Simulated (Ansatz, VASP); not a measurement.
CdS: VASP beside Ansatz

The input INCAR:

```
SYSTEM = CdS
  PREC = Accurate
  ENCUT = 520
  EDIFF = 1E-6
  ISMEAR = -1
  SIGMA = 0.02
  LREAL = .False.
  LASPH = .True.
  NELM = 150
  ALGO = Normal
  ISIF = 2
  LWAVE = .False.
  LCHARG = .False.
  MAGMOM = 0 0 0 0 0 0
  LORBIT = 11
  LSORBIT = .True.
  GGA_COMPAT = .False.
  LORBMOM = .True.
  GGA = PE
  NBANDS = 30
```

File KPOINTS:

```
Automatic mesh
0
Gamma
  8 8 8
  0 0 0
```

Contents of POSCAR:

```
CdS
1.0
    0.0000000000      2.7267765870      2.7267765870
    2.7267765870      0.0000000000      2.7267765870
    2.7267765870      2.7267765870      0.0000000000
Cd S
1 1
Direct
    0.0000000000      0.0000000000      0.0000000000
    0.5000000000      0.5000000000      0.5000000000
```

Input for Ansatz:

```yaml
crystal:
  lattice:
    - [0.0, 2.726776587, 2.726776587]
    - [2.726776587, 0.0, 2.726776587]
    - [2.726776587, 2.726776587, 0.0]
  atoms:
    - { symbol: Cd, position: [0.0, 0.0, 0.0] }
    - { symbol: S, position: [0.5, 0.5, 0.5] }
kpoints:
  mp_grid: { grid: [8, 8, 8] }
  band_path:
    path:
      - [0.0, 0.0, 0.0]
      - [0.5, 0.0, 0.5]
      - [0.625, 0.25, 0.625]
      - [0.375, 0.375, 0.75]
      - [0.5, 0.5, 0.5]
      - [0.5, 0.25, 0.75]
      - [0.0, 0.0, 0.5]
      - [0.0, 0.5, 0.5]
    npoints: 1
hamiltonian:
  xc: pbe
scf:
  occupations: { method: fermi_dirac, width: 0.02 }
  n_extra_bands: 8
magnetization:
  noncollinear: true
  spin_orbit: true
output:
  forces: true
  stress: true
  eigenvalues: true
  write_density: true
  write_potential: true
  elf: true
  volumetric_format: npy
```

Alike in both runs: task single point; functional PBE; k mesh 8 × 8 × 8; occupations fermi-dirac, width 0.02 eV; non-collinear spin, spin-orbit coupling.

|  | VASP | Ansatz |
| --- | --- | --- |
| version | VASP 6.6.1 | Ansatz 0.2.0 |
| potentials or method | VASP PAW PBE potentials, release 64 (Cd, S) | plane waves, PAW |
| plane-wave cutoff (eV) | 520 | 420 |
| valence electrons in the cell | 18 | 26 |

VASP gave:

| Quantity | Value |
| --- | --- |
| pressure (GPa) | 2.1 |
| net moment per atom (μB) | 0.00 |

Question: Estimate Ansatz's values.

Answer: Pressure (GPa): 1.7; net moment per atom (μB): 0.00.

The functional is the same, so the differences come from potentials, cutoffs and numerics. VASP's potentials hold 18 valence electrons a cell and Ansatz's 26, so a difference there can come from the potentials and not from the codes.
